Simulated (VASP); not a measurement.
Here is a VASP 6.6.1 calculation.

INCAR

```
PREC = Accurate
ENCUT = 520
EDIFF = 1E-6
ISMEAR = -1
SIGMA = 0.05
LREAL = F
LASPH = T
NELM = 150
ALGO = Normal
ISIF = 2
LWAVE = F
LCHARG = F
ISPIN = 2
MAGMOM = 1 1
LORBIT = 11
LMAXMIX = 4
GGA = CA
NBANDS = 21
```

KPOINTS

```
regular mesh
0
Gamma
  12 12 7
```

File POSCAR:

```
Ni
1.0
    2.4642354424      0.0000000000      0.0000000000
   -1.2321177212      2.1340904941      0.0000000000
    0.0000000000      0.0000000000      4.0997805916
Ni
2
Direct
    0.6666666667      0.3333333333      0.7500000000
    0.3333333333      0.6666666667      0.2500000000
```

Potentials or basis: VASP PAW LDA potentials, release 64 (Ni).

The run is started by

```console
$ cat potpaw_LDA.64/Ni/POTCAR > POTCAR
$ mpirun -np 1 vasp_std > vasp.out
```

Problem. What does it give for the site moments?

Solution. Ni +0.60 μB.

Problem. What does it give for the net moment?

Solution. 1.19 μB per cell.

Stress tensor (GPa, compression positive):
```
-13.56   0.00   0.00
  0.00 -13.56   0.00
  0.00   0.00 -16.66
```
